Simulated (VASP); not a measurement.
A run of VASP 6.6.1 is set up as follows.

INCAR

```
SYSTEM = BP
ALGO     = Normal         ! electronic algorithm
EDIFF    = 1E-8           ! SCF threshold, eV
ENCUT    = 520            ! plane-wave cutoff, eV
GGA      = PE             ! functional
ISIF     = 2              ! what is computed and relaxed
ISMEAR   = -1             ! smearing method
LASPH    = .True.         ! aspherical terms in the spheres
LCHARG   = .False.        ! write CHGCAR
LEFG     = .True.       
LREAL    = .False.        ! projectors in reciprocal space
LWAVE    = .False.        ! write WAVECAR
NBANDS   = 11             ! bands
NELM     = 80             ! most SCF steps
PREC     = Accurate       ! precision mode
SIGMA    = 0.05           ! smearing width, eV
```

File KPOINTS:

```
k-points
0
Gamma
  15 15 15
  0 0 0
```

File POSCAR:

```
BP
1.0
    0.0000000000      2.2690000000      2.2236200000
    2.2690000000      0.0000000000      2.2236200000
    2.2690000000      2.2690000000      0.0000000000
B P
1 1
Direct
    0.0000000000      0.0000000000      0.0000000000
    0.7500000000      0.7500000000      0.7500000000
```

Potentials or basis: VASP PAW PBE potentials, release 64 (B, P).

The run is started by

```sh
$ cat potpaw_PBE.64/B/POTCAR potpaw_PBE.64/P/POTCAR > POTCAR
$ mpirun -np 1 vasp_std > vasp.out
```

Problem. What does it give for the band gap on the k mesh?

Solution. 0.91 eV, indirect (least direct gap 3.23 eV).

Problem. Estimate the pressure.

Solution. 4.4 GPa.

Stress tensor (GPa, compression positive):
```
2.58 0.00 0.00
0.00 2.58 0.00
0.00 0.00 7.93
```

Caveat: the cell differs from its parent crystal (zz strain of -2 %); without QUAD_EFG the Cq values of the log hold for a quadrupole moment of 1 mb, not for the nuclei. A k mesh can miss the band edges.
